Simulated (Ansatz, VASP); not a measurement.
# KBeCl3 in VASP and in Ansatz

INCAR

```
ALGO = Normal
EDIFF = 1E-6
ENCUT = 520
GGA = PE
ISIF = 2
ISMEAR = 0
LASPH = True
LCHARG = False
LREAL = False
LWAVE = False
NBANDS = 43
NELM = 60
PREC = Accurate
SIGMA = 0.1
```

The input KPOINTS:

```
k-points
0
Gamma
  4 4 4
```

File POSCAR:

```
KBeCl3
1.0
    6.6974495400      0.0000000000      0.0000000000
    0.0000000000      6.6974495400      0.0000000000
    0.0000000000      0.0000000000      4.7358119900
K Be Cl
2 2 6
Direct
    0.0000000000      0.5000000000      0.5000000000
    0.5000000000      0.0000000000      0.5000000000
    0.5000000000      0.5000000000      0.0000000000
    0.0000000000      0.0000000000      0.0000000000
    0.7771442000      0.2771442000      0.0000000000
    0.7228558000      0.7771442000      0.0000000000
    0.5000000000      0.5000000000      0.5000000000
    0.2228558000      0.7228558000      0.0000000000
    0.2771442000      0.2228558000      0.0000000000
    0.0000000000      0.0000000000      0.5000000000
```

Input for Ansatz:

```yaml
crystal:
  lattice:
    - [6.69744954, 0.0, 0.0]
    - [0.0, 6.69744954, 0.0]
    - [0.0, 0.0, 4.73581199]
  atoms:
    - { symbol: K, position: [0.0, 0.5, 0.5] }
    - { symbol: K, position: [0.5, 0.0, 0.5] }
    - { symbol: Be, position: [0.5, 0.5, 0.0] }
    - { symbol: Be, position: [0.0, 0.0, 0.0] }
    - { symbol: Cl, position: [0.7771442, 0.2771442, 0.0] }
    - { symbol: Cl, position: [0.7228558, 0.7771442, 0.0] }
    - { symbol: Cl, position: [0.5, 0.5, 0.5] }
    - { symbol: Cl, position: [0.2228558, 0.7228558, 0.0] }
    - { symbol: Cl, position: [0.2771442, 0.2228558, 0.0] }
    - { symbol: Cl, position: [0.0, 0.0, 0.5] }
basis:
  ecutwfc: 420
kpoints:
  mp_grid: { grid: [4, 4, 4] }
hamiltonian:
  xc: pbe
scf:
  occupations: { method: gaussian, width: 0.1 }
  lower_state_search: "off"
output:
  forces: true
  stress: true
  eigenvalues: true
```

Alike in both runs: task single point; functional PBE; k mesh 4 × 4 × 4; occupations gaussian, width 0.1 eV; no spin polarisation.

```csv
,VASP,Ansatz
version,VASP 6.6.1,Ansatz 0.2.0
potentials or method,"VASP PAW PBE potentials, release 64 (K_sv, Be, Cl), cutoff 520 eV","scalar-relativistic, plane waves, PAW"
valence electrons in the cell,64,64
```

|  | VASP | Ansatz | Ansatz less VASP |
| --- | --- | --- | --- |
| gap on the k mesh at the Fermi level (eV) | 2.53 | 2.52 | -0.018 |
| least direct gap on the mesh (eV) | 2.82 | 2.80 | -0.018 |
| pressure (GPa) | -1.4 | -1.3 | +0.03 |
| traceless stress, the component that is largest in VASP (GPa) | 0.46 | 0.45 | -0.003 |
| rms of the force components (eV/Å) | 0.031 | 0.029 | -0.0015 |

Atom by atom the forces differ by 0.002 eV/Å (rms over components). With one functional, cell and mesh, what is left measures potentials, basis and numerics.
